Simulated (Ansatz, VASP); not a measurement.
## One calculation of Au, two programs

The input INCAR:

```
PREC = Accurate
ENCUT = 520
EDIFF = 1E-6
ISMEAR = 0
SIGMA = 0.15
LREAL = F
LASPH = T
NELM = 80
ALGO = Fast
ISIF = 2
LWAVE = F
LCHARG = F
GGA = PS
NBANDS = 18
```

The input KPOINTS:

```
Automatic mesh
0
Gamma
  14 14 14
```

POSCAR

```
Au
1.0
    0.0000000000     -3.3145380000      0.0000000000
   -3.3145380000      0.0000000000      0.0000000000
    0.0000000000      0.0000000000     -3.3145380000
Au
2
Direct
    0.4698298828      0.5000000000      0.5000000000
    0.0301701172      0.0000000000      0.0000000000
```

Input for Ansatz:

```yaml
crystal:
  lattice:
    - [0.0, -3.314538, 0.0]
    - [-3.314538, 0.0, 0.0]
    - [0.0, 0.0, -3.314538]
  atoms:
    - { symbol: Au, position: [0.4698298828, 0.5, 0.5] }
    - { symbol: Au, position: [0.0301701172, 0.0, 0.0] }
basis:
  ecutwfc: 420
kpoints:
  mp_grid: { grid: [14, 14, 14] }
hamiltonian:
  xc: pbesol
scf:
  occupations: { method: gaussian, width: 0.15 }
output:
  forces: true
  stress: true
  eigenvalues: true
```

Change from the starting cell: mode 4 (114.2 1/cm) frozen in, largest displacement -0.100 Å.

Alike in both runs: task single point; functional PBEsol; k mesh 14 × 14 × 14; occupations gaussian, width 0.15 eV; no spin polarisation.

```csv
,VASP,Ansatz
version,VASP 6.6.1,Ansatz 0.2.0
potentials or method,"VASP PAW PBE potentials, release 64 (Au), cutoff 520 eV","scalar-relativistic, plane waves, PAW"
valence electrons in the cell,22,38
```

```tsv
	VASP	Ansatz	Ansatz less VASP
gap on the k mesh at the Fermi level (eV)	none	none	-
pressure (GPa)	-7.1	-6.8	+0.21
traceless stress, the component that is largest in VASP (GPa)	-1.53	-1.54	-0.012
rms of the force components (eV/Å)	0.533	0.537	+0.0036
```

VASP's potentials were made for PBE, not for PBEsol. Atom by atom the forces differ by 0.004 eV/Å (rms over components). A gap of «none» marks a metal or a gap that the smearing closes. VASP's potentials hold 22 valence electrons a cell and Ansatz's 38, so a difference there can come from the potentials and not from the codes.

Spin-orbit coupling is off throughout.
